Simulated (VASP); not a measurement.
Write the native input for VASP 6.6.1 that does the following.

- Task: single point
- Functional: PBE
- Potentials or basis: VASP PAW PBE potentials, release 64 (Hf_pv, Sc_sv, O)
- Cutoff: 520 eV
- k mesh: 6 × 6 × 4
- Occupations: gaussian, width 0.1 eV
- Spin: collinear spin, ferromagnetic start
- Starting moments: [0.0, 1.0, 1.0, 0.0, 0.0, 0.0] μB
- Dipole correction: no
- Further INCAR settings: ALGO = Normal; EDIFF = 1e-07; NBANDS = 38

The structure of HfSc2O3 lies in POSCAR:

```
HfSc2O3
1.0
    4.6205979485      0.0000000000      0.0000000000
   -2.3102989742      4.0015552041      0.0000000000
    0.0000000000      0.0000000000      4.1645372588
Hf Sc O
1 2 3
Direct
    0.0000000000      0.0000000000      0.5000000000
    0.3333333333      0.6666666667      0.0000000000
    0.6666666667      0.3333333333      0.0000000000
    0.3333333333      0.6666666667      0.5000000000
    0.6666666667      0.3333333333      0.5000000000
    0.0000000000      0.0000000000      0.0000000000
```

The input as run:

INCAR

```
PREC     = Accurate       # precision mode
ENCUT    = 520            # plane-wave cutoff, eV
EDIFF    = 1E-7           # SCF threshold, eV
ISMEAR   = 0              # smearing method
SIGMA    = 0.1            # smearing width, eV
LREAL    = F              # projectors in reciprocal space
LASPH    = T              # aspherical terms in the spheres
NELM     = 150            # most SCF steps
ALGO     = Normal         # electronic algorithm
ISIF     = 2              # what is computed and relaxed
LWAVE    = F              # write WAVECAR
LCHARG   = T              # write CHGCAR
ISPIN    = 2              # spin polarisation
MAGMOM   = 0 1 1 0 0 0    # initial moments
LORBIT   = 11             # projections on sites
LMAXMIX  = 4              # l up to which the mixer works
GGA      = PE             # functional
LELF     = T              # ELF
LVHAR    = T            
NBANDS   = 38             # bands
```

KPOINTS

```
regular mesh
0
Gamma
  6 6 4
```

Potentials or basis: VASP PAW PBE potentials, release 64 (Hf_pv, Sc_sv, O).

Command:

```sh
$ cat potpaw_PBE.64/Hf_pv/POTCAR potpaw_PBE.64/Sc_sv/POTCAR potpaw_PBE.64/O/POTCAR > POTCAR
$ mpirun -np 1 vasp_std > vasp.out
```

It gave:

The pressure is -0.4 GPa and the band gap on the k mesh is zero (filled and empty bands overlap). The net moment is 0.00 μB per cell and the valence electrons inside the program's atomic spheres are Hf 8.09; Sc 9.80; O 4.96, 4.98.

Caveat: the k points lie up to 0.38 Å⁻¹ apart; spin-orbit coupling is left out, which moves the levels of the heavy elements.

Wall time 2.6 min on 1 thread of Intel(R) Xeon(R) Platinum 8488C (Sapphire Rapids), with other jobs on the host, peak memory 0.29 GiB.
